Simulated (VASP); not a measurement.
S, 2 atoms in the cell. It takes space group Fd-3m (No. 227, cubic). Conventional cell: a = 5.780 Å, b = 5.780 Å, c = 5.780 Å, α = 90.00°, β = 90.00°, γ = 90.00°. Within 3.3 Å of S (site symmetry -43m) lie 4 S at 2.50 Å. 

```yaml
Program: VASP 6.6.1
Task: relaxation of cell and atoms
Functional: PBEsol
Potentials_or_basis: VASP PAW PBE potentials, release 64 (S)
Cutoff: 600 eV
k_mesh: 5 × 5 × 5
Occupations: methfessel-paxton, width 0.02 eV
Spin: no spin polarisation
Target_pressure: 20 GPa
Dipole_correction: no
Further_INCAR_settings: ALGO = Normal; EDIFF = 1e-06; IBRION = 2; EDIFFG = -0.02; NSW = 60; ISIF = 3
```

Potentials or basis: VASP PAW PBE potentials, release 64 (S).

Run with:

```console
$ cat potpaw_PBE.64/S/POTCAR > POTCAR
$ mpirun -np 1 vasp_std > vasp.out
```

Hardware: 1 thread of Intel Xeon 6975P-C, with other jobs on the host.

**Question.** How long does it take, and how much memory?

**Answer.** It took 45 s on 1 thread of Intel Xeon 6975P-C, on a shared host, peak memory 0.2 GiB. Counts: scf iterations 42, k points 10, ion steps 6.
